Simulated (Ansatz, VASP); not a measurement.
# SnO2 in VASP and in Ansatz

```
Sn O
1.0
     3.18783    0.00000    0.00000
    -1.59391    2.76074    0.00000
     0.00000    0.00000   11.11404
Sn O
2 4
Direct
  0.00000 0.00000 0.50000
  0.00000 0.00000 0.00000
  0.66667 0.33333 0.40179
  0.66667 0.33333 0.09821
  0.33333 0.66667 0.59821
  0.33333 0.66667 0.90179
```

Alike in both runs: task single point; functional PBE; dispersion D3(BJ); k mesh 12 × 12 × 4; occupations gaussian, width 0.05 eV; no spin polarisation.

```csv
,VASP,Ansatz
version,VASP 6.6.1,Ansatz 0.2.0
potentials or method,"VASP PAW PBE potentials, release 64 (Sn_d, O), cutoff 520 eV","scalar-relativistic, plane waves, PAW"
valence electrons in the cell,52,52
```

|  | VASP | Ansatz | Ansatz less VASP |
| --- | --- | --- | --- |
| gap on the k mesh at the Fermi level (eV) | 2.27 | 2.30 | +0.028 |
| least direct gap on the mesh (eV) | 2.59 | 2.61 | +0.024 |
| pressure (GPa) | -2.8 | -3.3 | -0.51 |
| traceless stress, the component that is largest in VASP (GPa) | -3.83 | -3.57 | +0.258 |
| rms of the force components (eV/Å) | 0.369 | 0.396 | +0.0273 |

Atom by atom the forces differ by 0.027 eV/Å (rms over components).
